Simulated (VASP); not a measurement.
Wanted: the native input for a VASP 6.6.1 run.

```
Task                   : single point
Functional             : PBE
Dispersion             : D3(BJ)
Potentials or basis    : VASP PAW PBE potentials, release 64 (Ge_d)
Cutoff                 : 520 eV
k mesh                 : 9 × 9 × 1
Occupations            : gaussian, width 0.1 eV
Spin                   : no spin polarisation
Dipole correction      : yes
Further INCAR settings : ALGO = Normal; EDIFF = 1e-07; NBANDS = 36
```

The structure of Ge lies in POSCAR:

```
Ge
1.0
    4.0226895311      0.0000000000      0.0000000000
   -2.0113447656      3.4837513255      0.0000000000
    0.0000000000      0.0000000000     18.8685220517
Ge
4
Direct
    0.3333333333      0.6666666667      0.2747571332
    0.6666666667      0.3333333333      0.2384924472
    0.6666666667      0.3333333333      0.5108254915
    0.3333333333      0.6666666667      0.4745608056
```

The input as run:

INCAR

```
ALGO = Normal ; DIPOL = 0.5 0.5 0.375
EDIFF = 1E-7 ; ENCUT = 520
GGA = PE ; IDIPOL = 3
ISIF = 2 ; ISMEAR = 0
IVDW = 12 ; LASPH = T
LCHARG = F ; LDIPOL = T
LREAL = F ; LWAVE = F
NBANDS = 36 ; NELM = 100
PREC = Accurate ; SIGMA = 0.1
```

KPOINTS

```
k-points
0
Gamma
  9 9 1
```

Potentials or basis: VASP PAW PBE potentials, release 64 (Ge_d).

Command:

```sh
$ cat potpaw_PBE.64/Ge_d/POTCAR > POTCAR
$ mpirun -np 1 vasp_std > vasp.out
```

It gave:

The largest force is 0.174 eV/Å and the band gap on the k mesh is 0.40 eV, indirect (least direct gap 0.44 eV). The dispersion energy per atom is -0.203 eV.

It took 3.2 min on 1 thread of Intel(R) Xeon(R) Platinum 8259CL CPU @ 2.50GHz (Skylake/Cascade Lake), with other jobs on the host, peak memory 0.38 GiB.
